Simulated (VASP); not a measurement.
# GeMo (rocksalt type) (Fm-3m) in VASP: notebook

GeMo (rocksalt type) is run at these levels: r2SCAN; tasks: single point, relaxation of cell and atoms.

Program: VASP 6.6.1. These are calculated values, not measurements. Logs are shortened: lines on timing, memory, paths and dates and some standing lists are left out, and cuts for length are marked.

## (1) The cell of the first run

Symmetry: Fm-3m, No. 225, cubic system. Conventional cell: a = 5.114 Å, b = 5.114 Å, c = 5.114 Å, α = 90.00°, β = 90.00°, γ = 90.00°. Mo (site symmetry m-3m) has 6 Ge at 2.56 Å within 3.4 Å. Within 3.4 Å of Ge (site symmetry m-3m) lie 6 Mo at 2.56 Å.

## (2) Single point, r2SCAN

File POSCAR:

```
GeMo
1.0
    0.0000000000      2.5572126381      2.5572126381
    2.5572126381      0.0000000000      2.5572126381
    2.5572126381      2.5572126381      0.0000000000
Mo Ge
1 1
Direct
    0.0000000000      0.0000000000      0.0000000000
    0.5000000000      0.5000000000      0.5000000000
```

File INCAR.step1:

```
  PREC = Accurate
  ENCUT = 520
  ISMEAR = -1
  SIGMA = 0.08
  LREAL = False
  LASPH = True
  NELM = 100
  NBANDS = 21
  GGA = PE
  ALGO = Normal
  EDIFF = 1E-4
  LWAVE = True
  LCHARG = False
```

File INCAR.step2:

```
  PREC = Accurate
  ENCUT = 520
  EDIFF = 1E-6
  ISMEAR = -1
  SIGMA = 0.08
  LREAL = False
  LASPH = True
  NELM = 100
  ALGO = Normal
  ISIF = 2
  LWAVE = False
  LCHARG = False
  METAGGA = R2SCAN
  LMIXTAU = True
  NBANDS = 21
  ISTART = 1
```

File KPOINTS:

```
Automatic mesh
0
Gamma
  14 14 14
```

Potentials or basis: VASP PAW PBE potentials, release 64 (Mo_sv, Ge_d).

Launch:

```
cat potpaw_PBE.64/Mo_sv/POTCAR potpaw_PBE.64/Ge_d/POTCAR > POTCAR
cp INCAR.step1 INCAR
mpirun -np 1 vasp_std > vasp.out
cp INCAR.step2 INCAR
mpirun -np 1 vasp_std > vasp.out
```

OUTCAR:

```text
PREC = Accurate
   ENCUT = 520
   EDIFF = 1E-6
   ISMEAR = -1
   LREAL = False
   LASPH = True
   NELM = 100
   ISIF = 2
   METAGGA = R2SCAN
   ISTART = 1

 ion  position               nearest neighbor table
   1  0.000  0.000  0.000-   2 2.56   2 2.56   2 2.56   2 2.56   2 2.56   2 2.56
   2  0.500  0.500  0.500-   1 2.56   1 2.56   1 2.56   1 2.56   1 2.56   1 2.56

  LATTYP: Found a face centered cubic cell.
 ALAT       =     5.1144252762

  Lattice vectors:

 A1 = (   0.0000000000,   2.5572126381,   2.5572126381)
 A2 = (   2.5572126381,   0.0000000000,   2.5572126381)
 A3 = (   2.5572126381,   2.5572126381,   0.0000000000)

Analysis of symmetry for initial positions (statically):
=====================================================================
 Subroutine PRICEL returns:
 Original cell was already a primitive cell.

 Routine SETGRP: Setting up the symmetry group for a
 face centered cubic supercell.

 Subroutine GETGRP returns: Found 48 space group operations
 (whereof 48 operations were pure point group operations)
 out of a pool of 48 trial point group operations.

The static configuration has the point symmetry O_h .

Analysis of symmetry for dynamics (positions and initial velocities):
=====================================================================
 Subroutine PRICEL returns:
 Original cell was already a primitive cell.

 Routine SETGRP: Setting up the symmetry group for a
 face centered cubic supercell.

 Subroutine GETGRP returns: Found 48 space group operations
 (whereof 48 operations were pure point group operations)
 out of a pool of 48 trial point group operations.

The dynamic configuration has the point symmetry O_h .

 Subroutine INISYM returns: Found 48 space group operations
 (whereof 48 operations are pure point group operations),
 and found     1 'primitive' translations

----------------------------------------------------------------------------------------

                                     Primitive cell

  volume of cell :      33.4449

  direct lattice vectors                    reciprocal lattice vectors
     0.000000000  2.557212638  2.557212638    -0.195525391  0.195525391  0.195525391
     2.557212638  0.000000000  2.557212638     0.195525391 -0.195525391  0.195525391
     2.557212638  2.557212638  0.000000000     0.195525391  0.195525391 -0.195525391

  length of vectors
     3.616444795  3.616444795  3.616444795     0.338659911  0.338659911  0.338659911

  position of ions in fractional coordinates (direct lattice)
     0.000000000  0.000000000  0.000000000
     0.500000000  0.500000000  0.500000000

  ion indices of the primitive-cell ions
   primitive index   ion index
                 1           1
                 2           2

----------------------------------------------------------------------------------------

 KPOINTS: Automatic mesh

Automatic generation of k-mesh.
 Grid dimensions read from file:
 generate k-points for:   14   14   14

 Generating k-lattice:

  Cartesian coordinates                     Fractional coordinates (reciprocal lattice)
    -0.013966099  0.013966099  0.013966099     0.071428571  0.000000000  0.000000000
     0.013966099 -0.013966099  0.013966099     0.000000000  0.071428571  0.000000000
     0.013966099  0.013966099 -0.013966099     0.000000000  0.000000000  0.071428571

  Length of vectors
     0.024189994  0.024189994  0.024189994

  Shift w.r.t. Gamma in fractional coordinates (k-lattice)
     0.000000000  0.000000000  0.000000000

 Subroutine IBZKPT returns following result:
 ===========================================

 Found    104 irreducible k-points:

 Following reciprocal coordinates:
            Coordinates               Weight
  0.000000  0.000000  0.000000      1.000000
  0.071429  0.000000  0.000000      8.000000
  0.142857  0.000000  0.000000      8.000000
  0.214286  0.000000  0.000000      8.000000
  0.285714  0.000000  0.000000      8.000000
  0.357143  0.000000  0.000000      8.000000
[... 16 lines left out ...]
  0.214286  0.142857  0.000000     24.000000
  0.285714  0.142857  0.000000     24.000000
 [... further k-points ...]
   k-points           NKPTS =    104   k-points in BZ     NKDIM =    104   number of bands    NBANDS=     21
   number of dos      NEDOS =    301   number of ions     NIONS =      2
   total plane-waves  NPLWV =  21952
   dimension x,y,z NGX =    28 NGY =   28 NGZ =   28
   dimension x,y,z NGXF=    56 NGYF=   56 NGZF=   56
   ions per type =               1   1
   NGX,Y,Z   is equivalent  to a cutoff of  12.87, 12.87, 12.87 a.u.
   NGXF,Y,Z  is equivalent  to a cutoff of  25.74, 25.74, 25.74 a.u.
 SYSTEM =  unknown system
   PREC   = accura    normal or accurate (medium, high low for compatibility)
   ISTART =      1    job   : 0-new  1-cont  2-samecut
   ICHARG =      0    charge: 1-file 2-atom 10-const
   ISPIN  =      1    spin polarized calculation?
   LNONCOLLINEAR =      F non collinear calculations
   LSORBIT =      F    spin-orbit coupling
   LASPH  =      T    aspherical Exc in radial PAW
   ENCUT  =  520.0 eV  38.22 Ry    6.18 a.u.   6.72  6.72  6.72*2*pi/ulx,y,z
   NELM   =    100;   NELMIN=  2; NELMDL=  0     # of ELM steps
   EDIFF  = 0.1E-05   stopping-criterion for ELM
   LREAL  =      F    real-space projection
   EDIFFG = 0.1E-04   stopping-criterion for IOM
   NSW    =      0    number of steps for IOM
   IBRION =     -1    ionic relax: 0-MD 1-quasi-New 2-CG
   NFREE  =      0    steps in history (QN), initial steepest desc. (CG)
   ISIF   =      2    stress and relaxation
   ISYM   =      2    0-nonsym 1-usesym 2-fastsym
   POTIM  = 0.5000    time-step for ionic-motion
   TEBEG  =    0.0;   TEEND  =   0.0 temperature during run
   PSTRESS=    0.0 pullay stress
   NELECT =      28.0000    total number of electrons
   NUPDOWN=      -1.0000    fix difference up-down
   EMIN   =  10.00;   EMAX   =-10.00  energy-range for DOS
   EFERMI =   0.00;   METHOD = LEGACY
   ISMEAR =    -1;   SIGMA  =   0.08  broadening in eV -4-tet -1-fermi 0-gaus
   EFERMI_NEDOS =   21; number of points for ismear=-14 and -15
   IALGO  =     38    algorithm
   IMIX   =      4    mixing-type and parameters
     AMIX     =   0.40;   BMIX     =  1.00
     AMIX_MAG =   1.60;   BMIX_MAG =  1.00
  volume/ion in A,a.u.               =      16.72       112.85
  Fermi-wavevector in a.u.,A,eV,Ry     =   1.542946  2.915745 32.391141  2.380682
  Thomas-Fermi vector in A             =   2.648678
   LORBIT       =      0    0 simple, 1 ext, 2 COOP (PROOUT), +10 PAW based schemes
   METAGGA = R2SCAN    functional components
   LHFCALC =     F    Hartree Fock is set to
   AEXX    =    0.0000 exact exchange contribution
   IVDW    =     0    specifies the selected vdW correction
   LEPSILON=     F    determine dielectric tensor
   LRPA    =     F    only Hartree local field effects (RPA)
 non-spin polarized calculation
  energy-cutoff  :      520.00
  volume of cell :       33.44
 maximum number of plane-waves:       934
   NGX = 13   NGY = 13   NGZ = 13

 number of electron      27.9999984 magnetization

 Free energy of the ion-electron system (eV)
  ---------------------------------------------------
  ext. energy  EPLUGINS =         0.00000000
  ---------------------------------------------------
  free energy    TOTEN  =       -39.01035904 eV

  energy without entropy =      -38.96282204  energy(sigma->0) =      -38.98659054

 E-fermi :   9.7259     XC(G=0): -13.4569

 val. band max:        9.7205219832   @ k =  -0.4286   0.4286   0.1429
 cond. band min:       9.7356723382   @ k =  -0.4286   0.5000   0.0714
 fundamental gap:      0.0151503550
 Fermi energy:         9.7258505060

 k-point     1 :       0.0000    0.0000    0.0000
  band No.  band energies     occupation
      1     -53.4460      2.00000
      2     -26.8066      2.00000
      3     -26.8066      2.00000
      4     -26.8066      2.00000
      5     -15.4951      2.00000
      6     -15.4951      2.00000
[... 13 lines left out ...]
     20      19.3676      0.00000
     21      24.5572      0.00000

 k-point     2 :       0.0714    0.0000    0.0000
  band No.  band energies     occupation
      1     -53.4454      2.00000
      2     -26.8142      2.00000
      3     -26.8080      2.00000
      4     -26.8080      2.00000
      5     -15.4928      2.00000
      6     -15.4928      2.00000
[... 13 lines left out ...]
     20      19.7576      0.00000
     21      23.9732      0.00000

 k-point     3 :       0.1429    0.0000    0.0000
  band No.  band energies     occupation
      1     -53.4438      2.00000
      2     -26.8357      2.00000
      3     -26.8120      2.00000
      4     -26.8120      2.00000
      5     -15.4864      2.00000
      6     -15.4864      2.00000
[... 13 lines left out ...]
     20      20.5830      0.00000
     21      23.3600      0.00000

 k-point     4 :       0.2143    0.0000    0.0000
  band No.  band energies     occupation
      1     -53.4414      2.00000
      2     -26.8665      2.00000
      3     -26.8177      2.00000
      4     -26.8177      2.00000
      5     -15.4770      2.00000
      6     -15.4770      2.00000
[... 13 lines left out ...]
     20      21.5358      0.00000
     21      22.1145      0.00000

 k-point     5 :       0.2857    0.0000    0.0000
  band No.  band energies     occupation
      1     -53.4388      2.00000
      2     -26.9004      2.00000
      3     -26.8241      2.00000
      4     -26.8241      2.00000
      5     -15.4667      2.00000
      6     -15.4667      2.00000
[... 13 lines left out ...]
     20      20.8478      0.00000
     21      20.8478      0.00000
[... 382 lines left out ...]
     20      20.2569      0.00000
     21      23.1570      0.00000

 k-point    22 :       0.1429    0.1429    0.0000
  band No.  band energies     occupation
      1     -53.4430      2.00000
      2     -26.8376      2.00000
      3     -26.8169      2.00000
      4     -26.8169      2.00000
      5     -15.4926      2.00000
      6     -15.4778      2.00000
[... 13 lines left out ...]
     20      21.4381      0.00000
     21      22.7475      0.00000

 k-point    23 :       0.2143    0.1429    0.0000
  band No.  band energies     occupation
      1     -53.4413      2.00000
      2     -26.8572      2.00000
      3     -26.8224      2.00000
      4     -26.8220      2.00000
      5     -15.4893      2.00000
      6     -15.4709      2.00000
[... 13 lines left out ...]
     20      21.0360      0.00000
     21      22.1336      0.00000

 k-point    24 :       0.2857    0.1429    0.0000
  band No.  band energies     occupation
      1     -53.4390      2.00000
      2     -26.8836      2.00000
      3     -26.8287      2.00000
      4     -26.8285      2.00000
      5     -15.4823      2.00000
      6     -15.4640      2.00000
[... 13 lines left out ...]
     20      20.1043      0.00000
     21      21.8706      0.00000

 [... further k-points ...]
[... 5 lines left out ...]
  --------------------------------------------------------------------------------------
  -------------------------------------------------------------------------------------
  Total        0.0462263      0.0462263      0.0462263      0.0000000      0.0000000      0.0000000
  in kB        2.2144687      2.2144687      2.2144687      0.0000000      0.0000000      0.0000000
  external PRESSURE =       2.2144687 kB  Pullay stress =       0.0000000 kB

 VOLUME and BASIS-vectors are now :
 -----------------------------------------------------------------------------
  energy-cutoff  :      520.00
  volume of cell :       33.44
      direct lattice vectors                 reciprocal lattice vectors
     0.000000000  2.557212638  2.557212638    -0.195525391  0.195525391  0.195525391
     2.557212638  0.000000000  2.557212638     0.195525391 -0.195525391  0.195525391
     2.557212638  2.557212638  0.000000000     0.195525391  0.195525391 -0.195525391

 POSITION                                       TOTAL-FORCE (eV/Angst)
 -----------------------------------------------------------------------------------
      0.00000      0.00000      0.00000         0.000000      0.000000      0.000000
      2.55721      2.55721      2.55721        -0.000000     -0.000000     -0.000000
 -----------------------------------------------------------------------------------
    total drift:                                0.000000      0.000000      0.000000

  FREE ENERGIE OF THE ION-ELECTRON SYSTEM (eV)
  ---------------------------------------------------
  free  energy   TOTEN  =       -39.0103590423 eV

  energy  without entropy=      -38.9628220351  energy(sigma->0) =      -38.98659054
```

It took 3.6 min on 1 thread of Intel Xeon Platinum 8259CL at 2.50GHz (Skylake/Cascade Lake), shared host; peak memory 0.22 GiB.

Results:

| Item | Value |
| --- | --- |
| Free energy | -39.0104 eV |
| Pressure | 0.2 GPa |
| Band gap on the k mesh | zero (band 14 reaches 10.60 eV, above the bottom of band 15 at 8.45 eV) |

Caveat: the PAW data sets were made with another functional, which shifts forces and pressure a little.

## (3) Single point, r2SCAN

POSCAR is that of step 2.

File INCAR.step1:

```
SYSTEM = GeMo
PREC = Accurate ; ENCUT = 520
ISMEAR = -1 ; SIGMA = 0.08
LREAL = .False. ; LASPH = .True.
NELM = 100 ; NBANDS = 21
GGA = PE ; ALGO = Normal
EDIFF = 1E-4 ; LWAVE = .True.
LCHARG = .False.
```

File INCAR.step2:

```
SYSTEM = GeMo
PREC = Accurate ; ENCUT = 520
EDIFF = 1E-6 ; ISMEAR = -1
SIGMA = 0.08 ; LREAL = .False.
LASPH = .True. ; NELM = 100
ALGO = Normal ; ISIF = 2
LWAVE = .False. ; LCHARG = .False.
METAGGA = R2SCAN ; LMIXTAU = .True.
NBANDS = 21 ; ISTART = 1
```

File KPOINTS:

```
Automatic mesh
0
Gamma
  14 14 14
  0 0 0
```

Potentials or basis: VASP PAW PBE potentials, release 64 (Mo_sv, Ge_d).

Launch:

```
cat potpaw_PBE.64/Mo_sv/POTCAR potpaw_PBE.64/Ge_d/POTCAR > POTCAR
cp INCAR.step1 INCAR
mpirun -np 1 vasp_std > vasp.out
cp INCAR.step2 INCAR
mpirun -np 1 vasp_std > vasp.out
```

It took 3.6 min on 1 thread of Intel Xeon Platinum 8259CL at 2.50GHz (Skylake/Cascade Lake), shared host; peak memory 0.21 GiB.

It converged, with:

```
Free energy            : -39.0104 eV
Pressure               : 0.2 GPa
Band gap on the k mesh : zero (band 14 reaches 10.60 eV, above the bottom of band 15 at 8.45 eV)
```

Levels at points of the mesh, in eV from the Fermi level:
| k point | band 11 | band 12 | band 13 | band 14 | band 15 | band 16 | band 17 | band 18 |
| --- | --- | --- | --- | --- | --- | --- | --- | --- |
| (0.00, 0.00, 0.00) | -1.65 | -1.65 | -1.65 | -1.11 | -1.11 | 2.73 | 2.73 | 2.73 |
| (0.50, 0.00, 0.00) | -6.56 | -3.87 | -3.87 | 0.28 | 0.28 | 1.62 | 5.43 | 8.48 |
| (0.50, 0.50, 0.00) | -4.10 | -3.30 | -0.22 | -0.19 | -0.19 | 0.90 | 0.90 | 2.88 |

Caveat: the PAW data sets were made with another functional, which shifts forces and pressure a little.

[end of part 1 of 2]
